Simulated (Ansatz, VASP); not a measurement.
BN: VASP beside Ansatz

Contents of INCAR:

```
ALGO = Normal
EDIFF = 1E-6
ENCUT = 600
GGA = PE
GGA_COMPAT = F
ISIF = 2
ISMEAR = -1
LASPH = T
LCHARG = T
LELF = T
LREAL = F
LVHAR = T
LWAVE = F
NBANDS = 26
NELM = 120
PREC = Accurate
SIGMA = 0.01
```

Contents of KPOINTS:

```
k-points
0
Gamma
  3 3 3
```

File POSCAR:

```
BN
1.0
    3.6241103833      0.0000000000      0.0000000000
    0.0000000000      0.0000000000     -3.6241103833
    0.0000000000      3.6241103833      0.0000000000
B N
4 4
Direct
    0.0000000000      0.0000000000      0.0000000000
    0.0000000000      0.5000000000      0.5000000000
    0.5000000000      0.0000000000      0.5000000000
    0.5000000000      0.5000000000      0.0000000000
    0.2500000000      0.2500000000      0.7500000000
    0.2500000000      0.7500000000      0.2500000000
    0.7500000000      0.2500000000      0.2500000000
    0.7500000000      0.7500000000      0.7500000000
```

Input for Ansatz:

```yaml
crystal:
  lattice:
    - [3.624110383333, 0.0, 0.0]
    - [0.0, 0.0, -3.624110383333]
    - [0.0, 3.624110383333, 0.0]
  atoms:
    - { symbol: B, position: [0.0, 0.0, 0.0] }
    - { symbol: B, position: [0.0, 0.5, 0.5] }
    - { symbol: B, position: [0.5, 0.0, 0.5] }
    - { symbol: B, position: [0.5, 0.5, 0.0] }
    - { symbol: "N", position: [0.25, 0.25, 0.75] }
    - { symbol: "N", position: [0.25, 0.75, 0.25] }
    - { symbol: "N", position: [0.75, 0.25, 0.25] }
    - { symbol: "N", position: [0.75, 0.75, 0.75] }
basis:
  ecutwfc: 420.0
  ecutrho_ratio: 4
  xc_grid: 2
  fft_grid_basis: typed
  precision: f64
kpoints:
  mp_grid: { grid: [3, 3, 3] }
hamiltonian:
  pseudopotentials: { kind: paw, azcp: { folder: soft_1 } }
scf:
  max_iter: 100
  self_checks: high
  occupations: { method: fermi_dirac, width: 0.01 }
output:
  forces: true
checkpoint:
  write: "../host.s0.run"
  compress: false
  write_wavefunctions: true
  write_every: 100000
```

Alike in both runs: task single point; functional PBE; k mesh 3 × 3 × 3; occupations fermi-dirac, width 0.01 eV; no spin polarisation.

```csv
,VASP,Ansatz
version,VASP 6.6.1,Ansatz 0.2.0
potentials or method,"VASP PAW PBE potentials, release 64 (B, N), cutoff 600 eV",plane-wave PAW DFT
valence electrons in the cell,32,32
```

|  | VASP | Ansatz | Ansatz less VASP |
| --- | --- | --- | --- |
| gap on the k mesh at the Fermi level (eV) | 4.45 | 4.46 | +0.007 |

The k mesh is coarse, so the values compare programs but aren't converged.
